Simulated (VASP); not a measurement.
# ZnS (P1) in VASP: further runs, part 2 of 2

VASP 6.6.1.

### Step 4. Single point, PBE (the part above a cut slid along it)

Contents of INCAR:

```
SYSTEM = ZnS
PREC = Accurate
ENCUT = 520
EDIFF = 1E-7
ISMEAR = 0
SIGMA = 0.05
LREAL = .FALSE.
LASPH = .TRUE.
NELM = 80
ALGO = Normal
ISIF = 2
LWAVE = .FALSE.
LCHARG = .TRUE.
GGA = PE
LELF = .TRUE.
LVHAR = .TRUE.
NBANDS = 36
```

Contents of KPOINTS:

```
Automatic mesh
0
G
  8 8 3
  0 0 0
```

Contents of POSCAR:

```
ZnS
1.0
    2.7215639849     -2.7215639849      0.0000000000
    2.7215639849      0.0000000000     -2.7215639849
    6.8039099624      4.9895339724      4.5359399749
Zn S
3 3
Direct
    0.2569388889      0.1805444444      0.4583666667
    0.6458277778      0.6249888889      0.1250333333
   -0.1319500000     -0.2639000000      0.7917000000
    0.5208277778      0.3749888889      0.8750333333
    0.9097166667     -0.1805666667      0.5417000000
    0.2986055556      0.2638777778      0.2083666667
```

Potentials or basis: VASP PAW PBE potentials, release 64 (Zn, S).

Launch:

```sh
cat potpaw_PBE.64/Zn/POTCAR potpaw_PBE.64/S/POTCAR > POTCAR
mpirun -np 1 vasp_std > vasp.out
```

OUTCAR:

```text
SYSTEM = ZnS
   PREC = Accurate
   ENCUT = 520
   EDIFF = 1E-7
   ISMEAR = 0
   LREAL = .FALSE.
   LASPH = .TRUE.
   NELM = 80
   ISIF = 2
   GGA = PE

 ion  position               nearest neighbor table
   1  0.257  0.181  0.458-   5 2.36   5 2.36   5 2.36   6 2.36
   2  0.646  0.625  0.125-   6 2.36   6 2.36   6 2.36   4 2.90
   3  0.868  0.736  0.792-   4 2.36   4 2.36   4 2.36   5 2.36
   4  0.521  0.375  0.875-   3 2.36   3 2.36   3 2.36   2 2.90
   5  0.910  0.819  0.542-   1 2.36   1 2.36   1 2.36   3 2.36
   6  0.299  0.264  0.208-   2 2.36   1 2.36   2 2.36   2 2.36

  LATTYP: Found a triclinic cell.
 ALAT       =     3.8488726983
 B/A-ratio  =     3.6780127485
 C/A-ratio  =     1.0000000000
 COS(alpha) =     0.0226571627
 COS(beta)  =     0.5000000000
 COS(gamma) =     0.6570577189

  Lattice vectors:

 A1 = (   0.0000000000,  -2.7215639849,   2.7215639849)
 A2 = (   9.5254739473,  -3.1751579823,   9.9790679447)
 A3 = (  -2.7215639849,   0.0000000000,   2.7215639849)

Analysis of symmetry for initial positions (statically):
=====================================================================
[... 185 lines left out ...]
 fundamental gap:      1.0777177554
 Fermi energy:         2.5101599079

 k-point     1 :       0.0000    0.0000    0.0000
  band No.  band energies     occupation
      1     -11.1762      2.00000
      2     -10.4786      2.00000
      3     -10.0333      2.00000
      4      -4.7276      2.00000
      5      -4.7182      2.00000
      6      -4.5971      2.00000
[... 925 lines left out ...]
     35       9.2834      0.00000
     36       9.5526      0.00000

 [... further k-points ...]

------------------------ aborting loop because EDIFF is reached ----------------------------------------

  FORCE on cell =-STRESS in cart. coord.  units (eV):
  Direction    XX          YY          ZZ          XY          YZ          ZX
  --------------------------------------------------------------------------------------
  -------------------------------------------------------------------------------------
  Total       -2.0380589      1.3501220      0.2095951      0.5139951      1.6038824      0.6053186
  in kB      -26.9973048     17.8844950      2.7764172      6.8086753     21.2459521      8.0184004
  external PRESSURE =      -2.1121309 kB  Pullay stress =       0.0000000 kB

 VOLUME and BASIS-vectors are now :
 -----------------------------------------------------------------------------
  energy-cutoff  :      520.00
  volume of cell :      120.95
      direct lattice vectors                 reciprocal lattice vectors
     2.721563985 -2.721563985  0.000000000     0.112272046 -0.255163740  0.112272046
     2.721563985  0.000000000 -2.721563985     0.102065496  0.102065496 -0.265370289
     6.803909962  4.989533972  4.535939975     0.061239298  0.061239298  0.061239298

 POSITION                                       TOTAL-FORCE (eV/Angst)
 -----------------------------------------------------------------------------------
      4.30932      1.58776      1.58776         0.097822      0.174737      0.143833
      4.30932     -1.13380     -1.13380        -0.186760      0.074347      0.128525
      9.75245      1.58776      1.58776        -0.020333     -0.099300     -0.004830
      8.39167      2.94854      2.94854         0.395389     -0.232798     -0.189770
      8.39167      0.22698      0.22698        -0.123590     -0.128988     -0.142787
      2.94854      0.22698      0.22698        -0.162528      0.212002      0.065028
 -----------------------------------------------------------------------------------
    total drift:                                0.000055      0.000340      0.000737

  FREE ENERGIE OF THE ION-ELECTRON SYSTEM (eV)
  ---------------------------------------------------
  free  energy   TOTEN  =       -19.7223199532 eV

  energy  without entropy=      -19.7223199532  energy(sigma->0) =      -19.72231995
```

stdout:

```text
POSCAR found type information on POSCAR ZnS
 POSCAR found :  2 types and       6 ions
 scaLAPACK will be used
 LDA part: xc-table for (Slater+PW92), standard interpolation
 POSCAR, INCAR and KPOINTS ok, starting setup
 FFT: planning ... GRIDC
 FFT: planning ... GRID_SOFT
 FFT: planning ... GRID
 WAVECAR not read
 entering main loop
```

Wall time 3.3 min (1 thread of Intel Xeon 6975P-C (Granite Rapids), shared host); peak memory 0.45 GiB.

What came out:

* Free energy: -19.7223 eV
* Pressure: -0.2 GPa
* Largest force: 0.497 eV/Å
* Band gap on the k mesh: 1.08 eV

Forces in eV/Å, atoms in the order of the input:
```
Zn   0.098  0.175  0.144
Zn  -0.187  0.074  0.129
Zn  -0.020 -0.099 -0.005
S    0.395 -0.233 -0.190
S   -0.124 -0.129 -0.143
S   -0.163  0.212  0.065
```

Stress tensor (GPa, compression positive):
```
-2.70  0.68  0.80
 0.68  1.79  2.12
 0.80  2.12  0.28
```

Levels at points of the mesh, in eV from the valence-band top:
```csv
k point,band 25,band 26,band 27,band 28,band 29,band 30
"(0.00, 0.00, 0.00)",-0.40,-0.31,0.00,1.08,2.84,3.24
"(0.50, 0.00, 0.00)",-2.00,-1.22,-1.17,2.04,3.17,3.91
"(0.00, 0.50, 0.00)",-1.87,-1.24,-1.07,1.89,3.28,3.79
"(0.50, 0.50, 0.00)",-1.71,-1.34,-0.73,2.34,3.30,3.73
```

Caveat: the cell differs from its parent crystal (the part above a cut slid along it).

### Step 5. Summary

```tsv
cell	gap on the mesh (eV)	pressure (GPa)	largest force (eV/Å)
a = 3.849, b = 3.849, c = 10.203 Å, angles 69.8, 71.7, 60.0°, 6 atoms	1.50	-0.8	0.54
a = 3.849, b = 3.849, c = 9.450 Å, angles 86.1, 88.1, 60.0°, 6 atoms	1.80	-0.1	0.51
a = 3.849, b = 3.849, c = 9.579 Å, angles 80.4, 82.3, 60.0°, 6 atoms	1.08	-0.2	0.50
```

Alike in all rows: task single point; level PBE; potentials or basis VASP PAW PBE potentials, release 64 (Zn, S); no spin polarisation; k mesh 8 × 8 × 3; cutoff (eV) 520; smearing gaussian 0.05 eV.

Absolute energies hang on the potentials; compare differences alone.
